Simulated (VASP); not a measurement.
Rh, 4 atoms in the cell. The structure is hexagonal, space group P6_3/mmc (No. 194). The conventional cell has a = 2.691 Å, b = 2.691 Å, c = 8.758 Å, α = 90.00°, β = 90.00°, γ = 120.00°. Rh (site symmetry -3m) has 12 Rh at 2.68 to 2.69 Å within 3.5 Å. Within 3.5 Å of Rh (site symmetry -6m2) lie 12 Rh at 2.68 to 2.69 Å. This isn't the form of Rh at room conditions, which is fcc.

| Quantity | Value |
| --- | --- |
| Program | VASP 6.6.1 |
| Task | single point |
| Functional | r2SCAN |
| Potentials or basis | VASP PAW PBE potentials, release 64 (Rh_pv) |
| Cutoff | 550 eV |
| k mesh | 9 × 9 × 3 |
| Occupations | methfessel-paxton, width 0.1 eV |
| Spin | no spin polarisation |
| Dipole correction | no |
| Further INCAR settings | ALGO = Normal; EDIFF = 1e-06; NBANDS = 38 |

Potentials or basis: VASP PAW PBE potentials, release 64 (Rh_pv).

Command:

```sh
$ cat potpaw_PBE.64/Rh_pv/POTCAR > POTCAR
$ cp INCAR.step1 INCAR
$ mpirun -np 1 vasp_std > vasp.out
$ cp INCAR.step2 INCAR
$ mpirun -np 1 vasp_std > vasp.out
```

Hardware: 1 thread of AMD EPYC 9R45 96-Core Processor (Zen 5), with other jobs on the host.

Problem. Estimate the wall time of this run.

Solution. Wall time 2.5 min on 1 thread of AMD EPYC 9R45 96-Core Processor (Zen 5), with other jobs on the host, peak memory 0.18 GiB. Counts: k points 24.
